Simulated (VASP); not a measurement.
A run of VASP 6.6.1:

Contents of INCAR:

```
  PREC = Accurate
  ENCUT = 520
  EDIFF = 1E-6
  ISMEAR = 0
  SIGMA = 0.01
  LREAL = False
  LASPH = True
  NELM = 80
  ALGO = Normal
  ISIF = 2
  LWAVE = False
  LCHARG = True
  GGA = PE
  LELF = True
  LVHAR = True
  NBANDS = 20
```

File KPOINTS:

```
Automatic mesh
0
Gamma
  4 4 4
```

POSCAR

```
Te2Mo
1.0
    1.7734078919      1.0238775238      7.1041367115
   -1.7734078919      1.0238775238      7.1041367115
    0.0000000000     -2.0477550476      7.1041367115
Mo Te
1 2
Direct
   -0.0000368534     -0.0000368534     -0.0000368534
    0.4174226661      0.4174226661      0.4174226661
    0.2492808540      0.2492808540      0.2492808540
```

Potentials or basis: VASP PAW PBE potentials, release 64 (Mo_sv, Te).

The run is started by

```console
$ cat potpaw_PBE.64/Mo_sv/POTCAR potpaw_PBE.64/Te/POTCAR > POTCAR
$ mpirun -np 1 vasp_std > vasp.out
```

Hardware: 1 thread of AMD EPYC 9R45 (Zen 5) (shared host).

Question: Estimate the wall time of this run.

Answer: It took 38 s on 1 thread of AMD EPYC 9R45 (Zen 5), with other jobs on the host, peak memory 0.35 GiB. Counts: scf iterations 14, k points 13.
